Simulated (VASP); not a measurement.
The system is Cl.

```
Cl
1.0
     3.12524   -2.00725    0.00000
     3.12524    2.00725    0.00000
     0.00000    0.00000    8.14656
Cl
4
Direct
  0.87564 0.12436 0.60748
  0.12436 0.87564 0.39252
  0.62436 0.37564 0.10748
  0.37564 0.62436 0.89252
```

Program: VASP 6.6.1. Alike in all runs: task single point; potentials or basis VASP PAW PBE potentials, release 64 (Cl); no spin polarisation; cell as given; cutoff (eV) 520.

Question: Order these runs on this cell by their band gap on the k mesh, lowest first.
A. level PBEsol; k mesh 6 × 6 × 2; smearing methfessel-paxton 0.05 eV
B. level HSE06; k mesh 2 × 2 × 2; smearing gaussian 0.01 eV; grid for exact exchange (PRECFOCK) Normal; share of exact exchange 0.25; screening parameter 0.2079 1/Å
C. level PBE-based screened hybrid with 15 % exact exchange; k mesh 4 × 4 × 2; smearing gaussian 0.01 eV; grid for exact exchange (PRECFOCK) Normal; share of exact exchange 0.15; screening parameter 0.3 1/Å

Answer: A (2.18 eV), C (3.03 eV), B (3.88 eV).

Caveats: some runs use coarse meshes.

A k mesh can miss the band edges.
